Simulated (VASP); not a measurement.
**Sc3Te: single point with PBE**

The system is Sc3Te.

```xyz
4
Lattice="0.0000 3.5716 3.5716 3.5716 0.0000 3.5716 3.5716 3.5716 0.0000" Properties=species:S:1:pos:R:3 pbc="T T T"
Sc    1.7858    1.7858    1.7858
Sc    5.3575    5.3575    5.3575
Sc    3.5716    3.5716    3.5716
Te    0.0000    0.0000    0.0000
```

The cell was generated, and may not be a known phase.

| Property | Result |
| --- | --- |
| Program | VASP 6.6.1 |
| Task | single point |
| Functional | PBE |
| Potentials or basis | VASP PAW PBE potentials, release 64 (Sc_sv, Te) |
| Cutoff | 520 eV |
| k mesh | 12 × 12 × 12 |
| Occupations | gaussian, width 0.1 eV |
| Spin | collinear spin |
| Starting moments | [0.0, 0.0, 0.33, 0.0] μB |
| Dipole correction | no |
| Further INCAR settings | ALGO = Fast; EDIFF = 1e-07; NBANDS = 32 |

```yaml
Pressure: 0.0 GPa
Net_moment: 0.80 μB per cell
Site_moments: Sc +0.09, +0.34 (each value once); Te -0.01 μB
Valence_electrons_inside_the_program's_atomic_spheres: Sc 9.47, 9.52 (each value once); Te 3.35
```

Levels at points of the mesh, in eV from the Fermi level:
Spin up:
```csv
k point,band 18,band 19,band 20,band 21,band 22,band 23
"(0.00, 0.00, 0.00)",-1.37,-1.37,-0.18,-0.18,-0.18,2.20
"(0.50, 0.00, 0.00)",-0.45,-0.28,-0.28,-0.22,-0.22,1.08
"(0.50, 0.50, 0.00)",-1.97,0.08,0.14,0.14,1.07,1.07
```
Spin down:
```csv
k point,band 16,band 17,band 18,band 19,band 20,band 21,band 22,band 23
"(0.00, 0.00, 0.00)",-4.09,-1.97,-1.25,-1.25,0.14,0.14,0.14,2.28
"(0.50, 0.00, 0.00)",-4.22,-0.37,-0.18,-0.12,-0.12,0.05,0.05,1.18
"(0.50, 0.50, 0.00)",-4.08,-2.05,-1.75,0.18,0.42,0.42,1.21,1.25
```

It took 25 min on 1 thread of Intel Xeon 8259CL, on a shared host, peak memory 0.5 GiB.

Caveat: a moment this small can come from the mesh or the smearing; spin-orbit coupling is left out, which moves the levels of the heavy elements.
